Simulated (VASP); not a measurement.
Set up this calculation in VASP 6.6.1, as the native input.

| Quantity | Value |
| --- | --- |
| Task | single point |
| Functional | PBE |
| Potentials or basis | VASP PAW PBE potentials, release 64 (Cd, Se, S) |
| Cutoff | 520 eV |
| k mesh | 6 × 6 × 1 |
| Occupations | gaussian, width 0.1 eV |
| Spin | no spin polarisation |
| Dipole correction | no |
| Further INCAR settings | ALGO = Normal; EDIFF = 1e-06; NBANDS = 66 |

The structure of Cd3Se2S lies in POSCAR:

```
Cd3Se2S
1.0
    4.3188259324      0.0000000289      0.0000000000
   -2.1594129912      3.7402129575      0.0000000000
    0.0000000000      0.0000000000     21.1548158000
Cd Se S
6 4 2
Direct
    0.0000000000      0.0000000000      0.1735640000
    0.0000000000      0.0000000000      0.5023840000
    0.0000000000      0.0000000000      0.8311630000
    0.6666666667      0.3333333333      0.3310180000
    0.6666666667      0.3333333333      0.6598400000
    0.6666666667      0.3333333333      0.0023380000
    0.0000000000      0.0000000000      0.9580660000
    0.6666666667      0.3333333333      0.1292110000
    0.6666666667      0.3333333333      0.4581270000
    0.6666666667      0.3333333333      0.7869740000
    0.0000000000      0.0000000000      0.2950990000
    0.0000000000      0.0000000000      0.6239350000
```

One way to write it, as run:

INCAR

```
SYSTEM = Cd3Se2S
PREC = Accurate
ENCUT = 520
EDIFF = 1E-6
ISMEAR = 0
SIGMA = 0.1
LREAL = .False.
LASPH = .True.
NELM = 100
ALGO = Normal
ISIF = 2
LWAVE = .False.
LCHARG = .False.
GGA = PE
NBANDS = 66
```

KPOINTS

```
Automatic mesh
0
Gamma
  6 6 1
  0 0 0
```

Potentials or basis: VASP PAW PBE potentials, release 64 (Cd, Se, S).

Launch:

```console
$ cat potpaw_PBE.64/Cd/POTCAR potpaw_PBE.64/Se/POTCAR potpaw_PBE.64/S/POTCAR > POTCAR
$ mpirun -np 1 vasp_std > vasp.out
```

Results of the run:

- Pressure: 0.3 GPa
- Largest force: 0.006 eV/Å
- Band gap on the k mesh: 0.60 eV, direct

It took 3.9 min on 1 thread of AMD EPYC 7R13 Processor (Zen 3), on a shared host, peak memory 0.44 GiB.
